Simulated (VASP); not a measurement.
# WS: single point with LDA+U

WS:

```
CELL_PARAMETERS angstrom
3.00789 0.00000 0.00000
0.00000 3.00789 0.00000
0.00000 0.00000 3.00789
ATOMIC_POSITIONS crystal
W 0.50000 0.50000 0.50000
S 0.00000 0.00000 0.00000
```

| Item | Value |
| --- | --- |
| Program | VASP 6.6.1 |
| Task | single point |
| Functional | LDA |
| Potentials or basis | VASP PAW LDA potentials, release 64 (W_sv, S) |
| Cutoff | 520 eV |
| k mesh | 9 × 9 × 9 |
| Occupations | fermi-dirac, width 0.05 eV |
| Spin | no spin polarisation |
| Hubbard terms | W d U = 6.0 eV |

```json
{
 "Pressure": "-1.8 GPa",
 "Band gap on the k mesh": "zero (band 10 reaches 15.06 eV, above the bottom of band 11 at 12.26 eV)"
}
```

Levels at points of the mesh, in eV from the Fermi level:
```
           k point  band 7  band 8  band 9  band 10  band 11  band 12  band 13  band 14
(0.00, 0.00, 0.00)   -4.90   -3.14   -3.14    -3.14     1.36     1.36     1.36     1.86
```

Eigenvalues of the final occupation matrices:
| site | spin | trace | eigenvalues |
| --- | --- | --- | --- |
| site 1 d | 1 | 1.70 | 0.30 0.30 0.30 0.40 0.40 |
| site 1 d | 2 | 1.70 | 0.30 0.30 0.30 0.40 0.40 |

It took 6.3 s on 1 thread of Intel Xeon 6975P-C (shared host), peak memory 0.13 GiB.

Caveat: spin-orbit coupling is left out, which moves the levels of the heavy elements; U without spin polarisation on a metal has little footing.
